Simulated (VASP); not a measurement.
# KF (a cell with a defect) in VASP: single point with PBEsol

Aim: the single point of KF (a cell with a defect) with PBEsol.

Program: VASP 6.6.1. These are calculated values, not measurements. Logs are shortened: lines on timing, memory, paths and dates and some standing lists are left out, and cuts for length are marked.

### 1 The cell of the first run

The cell holds a defect, 64 atoms: a = 10.612 Å, b = 10.612 Å, c = 10.612 Å, α = 90.00°, β = 90.00°, γ = 90.00°.

### 2 Single point, PBEsol

The input, INCAR:

```
SYSTEM = KF
PREC = Accurate
ENCUT = 520
EDIFF = 1E-7
ISMEAR = -1
SIGMA = 0.05
LREAL = Auto
LASPH = .TRUE.
NELM = 60
ALGO = Normal
ISIF = 2
LWAVE = .FALSE.
LCHARG = .FALSE.
GGA = PS
ISYM = 0
NBANDS = 294
NCORE = 4
```

The input, KPOINTS:

```
Automatic mesh
0
Gamma
  1 1 1
  0.25 0.25 0.25
```

The input, POSCAR:

```
KF
1.0
   10.6119280000      0.0000000000      0.0000000000
    0.0000000000     10.6119280000      0.0000000000
    0.0000000000      0.0000000000     10.6119280000
F K
32 32
Direct
    0.2571220000      0.9998250000      0.9997470000
    0.2577160000      0.9997270000      0.4997450000
    0.2575090000      0.4998340000      0.9995190000
    0.7571270000      0.9998280000      0.9995600000
    0.7572840000      0.9998970000      0.4996650000
    0.7574830000      0.4997830000      0.0014960000
    0.6636170000      0.5709430000      0.5005270000
    0.0082450000      0.2513750000      0.9999330000
    0.0375220000      0.2359310000      0.5006720000
    0.0110690000      0.7508720000      0.9995810000
    0.0140690000      0.7457900000      0.4995800000
    0.5034840000      0.2485650000      0.9996790000
    0.5009900000      0.2538320000      0.4996510000
    0.5063250000      0.7480570000      0.9991800000
    0.4779120000      0.7625440000      0.4988760000
    0.0086530000      0.0002250000      0.2504930000
    0.0090360000      0.9998710000      0.7494580000
    0.0208190000      0.5039490000      0.2518720000
    0.0200880000      0.5031440000      0.7471510000
    0.5054010000      0.9995340000      0.2501060000
    0.5058430000      0.9991090000      0.7488650000
    0.4946810000      0.4962430000      0.2516520000
    0.4945330000      0.4956080000      0.7469050000
    0.8532410000      0.4277130000      0.4966130000
    0.2575890000      0.2558890000      0.2549060000
    0.2578680000      0.2547220000      0.7458250000
    0.2569040000      0.7449260000      0.2537610000
    0.2572030000      0.7439600000      0.7446890000
    0.7531050000      0.2458970000      0.2481800000
    0.7538090000      0.2461670000      0.7511220000
    0.7611660000      0.7541740000      0.2477490000
    0.7617460000      0.7535360000      0.7508310000
    0.0503410000      0.5002240000      0.4997270000
    0.0048200000      0.0025320000      0.9999860000
    0.0058630000      0.9999310000      0.4998670000
    0.9984480000      0.4997380000      0.9999270000
    0.5094020000      0.9969980000      0.9994930000
    0.5090860000      0.9993600000      0.4995310000
    0.5164640000      0.4995730000      0.9991820000
    0.4658340000      0.5002570000      0.4992860000
    0.2546160000      0.2475430000      0.0001740000
    0.2658240000      0.2287740000      0.5001950000
    0.2599320000      0.7521070000      0.9992700000
    0.2492950000      0.7707800000      0.4993780000
    0.7574660000      0.2546290000      0.9998850000
    0.7449690000      0.2360710000      0.4999020000
    0.7571290000      0.7450040000      0.9992880000
    0.7695480000      0.7639020000      0.4990360000
    0.2569600000      0.0002860000      0.2469710000
    0.2574680000      0.9994560000      0.7524970000
    0.2576000000      0.5002730000      0.2278650000
    0.2574510000      0.4994800000      0.7711570000
    0.7571680000      0.0001430000      0.2459480000
    0.7573750000      0.9997850000      0.7532440000
    0.7574410000      0.5002680000      0.2881900000
    0.7587210000      0.4992760000      0.7084980000
    0.0003060000      0.2553970000      0.2594010000
    0.0013640000      0.2542550000      0.7415400000
    0.0059600000      0.7497310000      0.2465350000
    0.0062900000      0.7495710000      0.7525450000
    0.5086920000      0.2499870000      0.2466930000
    0.5088760000      0.2496970000      0.7526460000
    0.5137220000      0.7449170000      0.2573510000
    0.5144950000      0.7440760000      0.7404690000
```

Potentials or basis: VASP PAW PBE potentials, release 64 (F, K_sv).

Started as:

```
cat potpaw_PBE.64/F/POTCAR potpaw_PBE.64/K_sv/POTCAR > POTCAR
mpirun -np 4 vasp_std > vasp.out
```

OUTCAR:

```text
SYSTEM = KF
   PREC = Accurate
   ENCUT = 520
   EDIFF = 1E-7
   ISMEAR = -1
   LREAL = Auto
   LASPH = .TRUE.
   NELM = 60
   ISIF = 2
   GGA = PS
   ISYM = 0

 ion  position               nearest neighbor table
   1  0.257  1.000  1.000-  49 2.62  50 2.62  41 2.63  43 2.63  37 2.68  34 2.68
   2  0.258  1.000  0.500-  44 2.43  42 2.43  38 2.67  35 2.67  50 2.68  49 2.68
   3  0.258  0.500  1.000-  51 2.42  52 2.42  43 2.68  41 2.68  39 2.75  36 2.75
   4  0.757  1.000  1.000-  54 2.61  53 2.61  34 2.63  37 2.63  45 2.70  47 2.70
   5  0.757  1.000  0.500-  48 2.51  46 2.51  38 2.63  35 2.64  54 2.69  53 2.69
   6  0.757  0.500  0.001-  36 2.56  39 2.56  45 2.60  47 2.60
   7  0.664  0.571  0.501-  40 2.23  48 2.34  56 2.54  55 2.58
   8  0.008  0.251  1.000-  41 2.61  36 2.64  34 2.64  45 2.66  58 2.74  57 2.76
   9  0.038  0.236  0.501-  42 2.42  35 2.53  58 2.59  57 2.60  33 2.81
  10  0.011  0.751  1.000-  59 2.62  60 2.62  43 2.64  36 2.67  34 2.67  47 2.70
  11  0.014  0.746  0.500-  44 2.51  48 2.60  33 2.63  60 2.69  59 2.69  35 2.70
  12  0.503  0.249  1.000-  61 2.62  62 2.62  41 2.64  39 2.67  37 2.67  45 2.70
  13  0.501  0.254  0.500-  42 2.51  46 2.60  40 2.64  61 2.69  62 2.69  38 2.70
  14  0.506  0.748  0.999-  43 2.62  39 2.64  37 2.64  47 2.66  63 2.74  64 2.75
  15  0.478  0.763  0.499-  44 2.43  38 2.53  63 2.60  64 2.60  40 2.79
  16  0.009  0.000  0.250-  49 2.64  35 2.65  59 2.66  34 2.66  53 2.67  57 2.71
  17  0.009  1.000  0.749-  50 2.64  35 2.65  60 2.66  34 2.66  54 2.67  58 2.70
  18  0.021  0.504  0.252-  51 2.53  59 2.61  57 2.65  33 2.65  36 2.68  55 2.82
  19  0.020  0.503  0.747-  52 2.53  60 2.62  33 2.65  58 2.65  36 2.69  56 2.80
  20  0.505  1.000  0.250-  49 2.64  38 2.65  61 2.66  37 2.66  53 2.67  63 2.70
  21  0.506  0.999  0.749-  50 2.64  38 2.65  62 2.66  37 2.66  54 2.67  64 2.71
  22  0.495  0.496  0.252-  51 2.53  61 2.62  40 2.65  63 2.65  39 2.69  55 2.82
  23  0.495  0.496  0.747-  52 2.53  62 2.61  40 2.65  64 2.65  39 2.69  56 2.83
  24  0.853  0.428  0.497-  33 2.23  46 2.34  55 2.55  56 2.58
  25  0.258  0.256  0.255-  51 2.61  42 2.62  61 2.67  41 2.70  49 2.71  57 2.73
  26  0.258  0.255  0.746-  52 2.61  42 2.62  62 2.67  41 2.70  50 2.71  58 2.72
  27  0.257  0.745  0.254-  51 2.61  44 2.62  59 2.66  43 2.70  49 2.71  63 2.73
  28  0.257  0.744  0.745-  52 2.61  44 2.62  60 2.66  43 2.70  50 2.71  64 2.73
  29  0.753  0.246  0.248-  61 2.59  53 2.61  57 2.63  45 2.64  46 2.67  55 2.73
  30  0.754  0.246  0.751-  62 2.60  54 2.61  58 2.63  45 2.64  46 2.67  56 2.72
  31  0.761  0.754  0.248-  59 2.60  53 2.61  63 2.63  47 2.64  48 2.67  55 2.73
  32  0.762  0.754  0.751-  60 2.60  54 2.61  64 2.63  47 2.64  48 2.68  56 2.74
[... 30 lines left out ...]
  48  0.770  0.764  0.499-   7 2.34   5 2.51  11 2.60  31 2.67  32 2.68  35 3.54  56 3.58  55 3.58
                            59 3.67  53 3.68  54 3.68  60 3.68  38 3.73  64 3.73  63 3.74
  49  0.257  0.000  0.247-   1 2.62  16 2.64  20 2.64   2 2.68  27 2.71  25 2.71  42 3.62  44 3.62
                            41 3.71  43 3.72  34 3.75  37 3.75  61 3.76  59 3.76  35 3.78  38 3.79
  50  0.257  0.999  0.752-   1 2.62  21 2.64  17 2.64   2 2.68  26 2.71  28 2.71  42 3.62  44 3.62
                            43 3.71  41 3.72  37 3.74  34 3.75  60 3.76  62 3.76  35 3.78  38 3.79
  51  0.258  0.500  0.228-   3 2.42  18 2.53  22 2.53  25 2.61  27 2.61  43 3.61  41 3.61  33 3.63
                            40 3.63  36 3.66  39 3.67  59 3.77  61 3.77  63 3.77  57 3.78
  52  0.257  0.499  0.771-   3 2.42  23 2.53  19 2.53  28 2.61  26 2.61  43 3.61  41 3.61  33 3.62
                            40 3.64  39 3.66  36 3.67  62 3.77  60 3.77  58 3.78  64 3.78
  53  0.757  0.000  0.246-  29 2.61  31 2.61   4 2.61  16 2.67  20 2.67   5 2.69  48 3.68  46 3.68
                            34 3.70  37 3.71  61 3.74  57 3.74  63 3.74  59 3.75  45 3.76  38 3.76
  54  0.757  1.000  0.753-  32 2.61   4 2.61  30 2.61  21 2.67  17 2.67   5 2.69  46 3.68  48 3.68
                            34 3.71  37 3.71  62 3.74  58 3.74  64 3.74  60 3.75  47 3.76  45 3.76
  55  0.757  0.500  0.288-  24 2.55   7 2.58  31 2.73  29 2.73  22 2.82  18 2.82  48 3.58  46 3.60
                            57 3.67  63 3.68  59 3.76  61 3.77
  56  0.759  0.499  0.708-   7 2.54  24 2.58  30 2.72  32 2.74  19 2.80  23 2.83  46 3.57  48 3.58
                            58 3.68  64 3.69  60 3.77  62 3.78  33 3.81
  57  0.000  0.255  0.259-   9 2.60  29 2.63  18 2.65  16 2.71  25 2.73   8 2.76  55 3.67  33 3.68
                            35 3.72  46 3.73  53 3.74  45 3.77  36 3.78  51 3.78
  58  0.001  0.254  0.742-   9 2.59  30 2.63  19 2.65  17 2.70  26 2.72   8 2.74  56 3.68  33 3.70
                            35 3.72  54 3.74  46 3.74  45 3.77  52 3.78  36 3.78  42 3.81
  59  0.006  0.750  0.247-  31 2.60  18 2.61  10 2.62  16 2.66  27 2.66  11 2.69  48 3.67  47 3.72
                            36 3.73  44 3.73  53 3.75  34 3.75  43 3.76  55 3.76  49 3.76  51 3.77
  60  0.006  0.750  0.753-  32 2.60  19 2.62  10 2.62  17 2.66  28 2.66  11 2.69  48 3.68  47 3.72
                            44 3.73  36 3.73  54 3.75  43 3.76  34 3.76  50 3.76  56 3.77  52 3.77
  61  0.509  0.250  0.247-  29 2.59  22 2.62  12 2.62  20 2.66  25 2.67  13 2.69  46 3.68  45 3.72
                            39 3.73  42 3.73  53 3.74  37 3.75  41 3.76  49 3.76  51 3.77  55 3.77
  62  0.509  0.250  0.753-  30 2.60  23 2.61  12 2.62  21 2.66  26 2.67  13 2.69  46 3.67  45 3.72
                            42 3.73  39 3.73  54 3.74  37 3.75  50 3.76  41 3.77  52 3.77  56 3.78
[... 194 lines left out ...]
   NGXF,Y,Z  is equivalent  to a cutoff of  25.07, 25.07, 25.07 a.u.
 SYSTEM =  KF
   PREC   = accura    normal or accurate (medium, high low for compatibility)
   ISTART =      0    job   : 0-new  1-cont  2-samecut
   ICHARG =      2    charge: 1-file 2-atom 10-const
   ISPIN  =      1    spin polarized calculation?
   LNONCOLLINEAR =      F non collinear calculations
   LSORBIT =      F    spin-orbit coupling
   LASPH  =      T    aspherical Exc in radial PAW
   ENCUT  =  520.0 eV  38.22 Ry    6.18 a.u.  19.73 19.73 19.73*2*pi/ulx,y,z
   NELM   =     60;   NELMIN=  2; NELMDL= -5     # of ELM steps
   EDIFF  = 0.1E-06   stopping-criterion for ELM
   LREAL  =      T    real-space projection
   EDIFFG = 0.1E-05   stopping-criterion for IOM
   NSW    =      0    number of steps for IOM
   IBRION =     -1    ionic relax: 0-MD 1-quasi-New 2-CG
   NFREE  =      0    steps in history (QN), initial steepest desc. (CG)
   ISIF   =      2    stress and relaxation
   ISYM   =      0    0-nonsym 1-usesym 2-fastsym
   POTIM  = 0.5000    time-step for ionic-motion
   TEBEG  =    0.0;   TEEND  =   0.0 temperature during run
   PSTRESS=    0.0 pullay stress
   NELECT =     512.0000    total number of electrons
   NUPDOWN=      -1.0000    fix difference up-down
   EMIN   =  10.00;   EMAX   =-10.00  energy-range for DOS
   EFERMI =   0.00;   METHOD = LEGACY
   ISMEAR =    -1;   SIGMA  =   0.05  broadening in eV -4-tet -1-fermi 0-gaus
   EFERMI_NEDOS =   21; number of points for ismear=-14 and -15
   IALGO  =     38    algorithm
   IMIX   =      4    mixing-type and parameters
     AMIX     =   0.40;   BMIX     =  1.00
     AMIX_MAG =   1.60;   BMIX_MAG =  1.00
  volume/ion in A,a.u.               =      18.67       126.01
  Fermi-wavevector in a.u.,A,eV,Ry     =   1.234157  2.332219 20.723636  1.523144
  Thomas-Fermi vector in A             =   2.368859
   LORBIT       =      0    0 simple, 1 ext, 2 COOP (PROOUT), +10 PAW based schemes
   GGA     = PS    functional components
   LHFCALC =     F    Hartree Fock is set to
   AEXX    =    0.0000 exact exchange contribution
   IVDW    =     0    specifies the selected vdW correction
   LEPSILON=     F    determine dielectric tensor
   LRPA    =     F    only Hartree local field effects (RPA)
 non-spin polarized calculation
  energy-cutoff  :      520.00
  volume of cell :     1195.04
 maximum number of plane-waves:     32186
 NGX is ok and might be reduce to    80
   NGX = 39   NGY = 39   NGZ = 39

 number of electron     511.9999889 magnetization

 Free energy of the ion-electron system (eV)
  ---------------------------------------------------
  ext. energy  EPLUGINS =         0.00000000
  ---------------------------------------------------
  free energy    TOTEN  =      -269.45794903 eV

  energy without entropy =     -269.45794903  energy(sigma->0) =     -269.45794903

 E-fermi :  -0.0800     XC(G=0):  -8.6955

 val. band max:       -1.2880747909   @ k =  -0.2500  -0.2500   0.2500
 cond. band min:       2.6497088940   @ k =   0.2500  -0.2500   0.2500
 fundamental gap:      3.9377836849
 Fermi energy:        -0.0800450514

 k-point     1 :       0.2500    0.2500    0.2500
  band No.  band energies     occupation
      1     -28.9958      2.00000
      2     -28.9733      2.00000
      3     -28.9416      2.00000
      4     -28.9214      2.00000
      5     -28.8564      2.00000
      6     -28.8244      2.00000
[... 1073 lines left out ...]
    267       5.6349      0.00000
    268       5.6726      0.00000
 [bands above 268 left out]

------------------------ aborting loop because EDIFF is reached ----------------------------------------

  FORCE on cell =-STRESS in cart. coord.  units (eV):
  Direction    XX          YY          ZZ          XY          YZ          ZX
  --------------------------------------------------------------------------------------
  -------------------------------------------------------------------------------------
  Total       10.6668963      7.5185118      1.0119627      0.1779611     -0.1003932      0.0642255
  in kB       14.3009791     10.0799780      1.3567262      0.2385904     -0.1345959      0.0861063
  external PRESSURE =       8.5792278 kB  Pullay stress =       0.0000000 kB

 VOLUME and BASIS-vectors are now :
 -----------------------------------------------------------------------------
  energy-cutoff  :      520.00
  volume of cell :     1195.04
      direct lattice vectors                 reciprocal lattice vectors
    10.611928000  0.000000000  0.000000000     0.094233583  0.000000000  0.000000000
     0.000000000 10.611928000  0.000000000     0.000000000  0.094233583  0.000000000
     0.000000000  0.000000000 10.611928000     0.000000000  0.000000000  0.094233583

 POSITION                                       TOTAL-FORCE (eV/Angst)
 -----------------------------------------------------------------------------------
      2.72856     10.61007     10.60924         0.000454     -0.000147     -0.000035
      2.73486     10.60903      5.30326        -0.005578     -0.000007      0.002072
      2.73267      5.30420     10.60682        -0.001428      0.001106     -0.002169
      8.03458     10.61010     10.60726        -0.001685      0.000794     -0.000474
      8.03624     10.61083      5.30241         0.002499      0.003780      0.001291
      8.03836      5.30366      0.01588        -0.002333      0.001331     -0.002422
[... 56 lines left out ...]
      5.45158      7.90501      2.73099         0.005453      0.003140     -0.007124
      5.45978      7.89608      7.85780         0.003600      0.003105      0.010066
 -----------------------------------------------------------------------------------
    total drift:                                0.017445      0.002763     -0.006776

  FREE ENERGIE OF THE ION-ELECTRON SYSTEM (eV)
  ---------------------------------------------------
  free  energy   TOTEN  =      -269.4579490313 eV

  energy  without entropy=     -269.4579490312  energy(sigma->0) =     -269.45794903
```

It took 16 min on 4 MPI ranks of Intel Xeon Platinum 8375C at 2.90GHz (Ice Lake), shared host; peak memory 0.47 GiB.

Results:

* Free energy: -269.4579 eV
* Pressure: 0.9 GPa
* Largest force: 0.065 eV/Å
* Band gap on the k mesh: 3.94 eV

Forces in eV/Å, atoms in the order of the input:
```
F    0.000  0.000  0.000
F   -0.006  0.000  0.002
F   -0.001  0.001 -0.002
F   -0.002  0.001  0.000
F    0.002  0.004  0.001
F   -0.002  0.001 -0.002
F    0.033  0.012 -0.007
F   -0.001  0.003  0.003
F   -0.019  0.013 -0.002
F    0.001 -0.004 -0.001
F   -0.005 -0.006  0.000
F    0.003 -0.001 -0.003
F    0.003  0.009  0.003
F    0.002 -0.003 -0.004
F    0.017 -0.002  0.002
F   -0.004  0.005  0.002
F   -0.003  0.000 -0.004
F    0.000  0.002 -0.004
F    0.004  0.005  0.002
F    0.006 -0.001 -0.002
F    0.005 -0.003  0.000
F    0.001 -0.001 -0.002
F    0.005  0.002  0.008
F   -0.032 -0.010  0.003
F   -0.001 -0.001 -0.004
F    0.001  0.003 -0.003
F    0.007 -0.004  0.002
F    0.006 -0.004  0.001
F    0.001  0.003 -0.004
F   -0.003  0.003  0.001
F   -0.003 -0.007  0.002
F   -0.005 -0.006  0.001
K    0.042  0.007 -0.001
K    0.008  0.003 -0.001
K    0.001 -0.016  0.000
K    0.005  0.000 -0.002
K   -0.006  0.000 -0.001
K   -0.002  0.011 -0.003
K   -0.003  0.000  0.001
K   -0.060 -0.024 -0.004
K    0.005 -0.010 -0.001
K    0.024  0.016 -0.001
K   -0.002  0.007  0.001
K   -0.012 -0.007 -0.005
K    0.003 -0.007 -0.003
K    0.010 -0.018 -0.006
K    0.003  0.005  0.001
K   -0.007  0.017 -0.002
K    0.005 -0.001 -0.003
K   -0.004  0.004  0.007
K   -0.001 -0.005  0.015
K    0.000 -0.004 -0.010
K    0.001 -0.002  0.004
K    0.004  0.000  0.003
K   -0.004 -0.004 -0.022
K   -0.003 -0.003  0.033
K   -0.001  0.005 -0.008
K   -0.002  0.004  0.013
K    0.000  0.005  0.002
K   -0.003  0.003 -0.001
K   -0.012 -0.001  0.003
K   -0.007 -0.006 -0.002
K    0.005  0.003 -0.007
K    0.004  0.003  0.010
```

Levels at points of the mesh, in eV from the valence-band top:
```
           k point  band 254  band 255  band 256  band 257  band 258  band 259
(0.25, 0.25, 0.25)     -0.92     -0.73      0.00      3.94      5.24      5.81
```

Caveat: the PAW data sets were made with another functional, which shifts forces and pressure a little.
